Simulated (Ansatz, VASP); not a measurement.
**Two plane-wave programs on KCl**

```xyz
2
Lattice="0.0000 2.9667 3.1561 2.9667 0.0000 3.1561 2.9667 2.9667 0.0000" Properties=species:S:1:pos:R:3 pbc="T T T"
K     0.0000    0.0000    0.0000
Cl    2.9667    2.9667    3.1561
```

Change from the starting cell: strain -0.0600 x Voigt [1, 1, 0, 0, 0, 0], atoms carried along.

Alike in both runs: task single point; functional r2SCAN; k mesh 6 × 6 × 6; occupations gaussian, width 0.05 eV; no spin polarisation.

|  | VASP | Ansatz |
| --- | --- | --- |
| version | VASP 6.6.1 | Ansatz 0.2.0 |
| potentials or method | VASP PAW PBE potentials, release 64 (K_sv, Cl), cutoff 520 eV | scalar-relativistic, plane waves, PAW |
| valence electrons in the cell | 16 | 16 |

VASP gave:

* gap on the k mesh at the Fermi level (eV): 6.20
* least direct gap on the mesh (eV): 6.20
* pressure (GPa): 3.2
* traceless stress, the component that is largest in VASP (GPa): -2.69

What did Ansatz give for the same quantities?

gap on the k mesh at the Fermi level (eV): 6.20; least direct gap on the mesh (eV): 6.20; pressure (GPa): 3.2; traceless stress, the component that is largest in VASP (GPa): -2.66.

VASP's potentials were made for PBE, not for r2SCAN.
